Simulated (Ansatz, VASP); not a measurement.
**Two plane-wave programs on BeBi**

```
CELL_PARAMETERS angstrom
3.46720 0.00000 0.00000
0.00000 3.46720 0.00000
0.00000 0.00000 3.46720
ATOMIC_POSITIONS crystal
Be 0.00000 0.00000 0.00000
Bi 0.50000 0.50000 0.50000
```

Alike in both runs: functional PBE; k mesh 16 × 16 × 16; occupations gaussian, width 0.1 eV; no spin polarisation.

Ansatz relaxed the structure, and its values are those at the end. VASP's run is a single point on that final structure, the one shown.

|  | VASP | Ansatz |
| --- | --- | --- |
| version | VASP 6.6.1 | Ansatz 0.2.0 |
| potentials or method | VASP PAW PBE potentials, release 64 (Be, Bi_d), cutoff 520 eV | scalar-relativistic, plane waves, PAW |
| valence electrons in the cell | 17 | 17 |

```csv
,VASP,Ansatz,Ansatz less VASP
gap on the k mesh at the Fermi level (eV),none,none,-
pressure (GPa),-0.1,0.0,+0.04
```

A gap of «none» marks a metal or a gap that the smearing closes. With one functional, cell and mesh, what is left measures potentials, basis and numerics.

Neither program's run includes spin-orbit coupling.
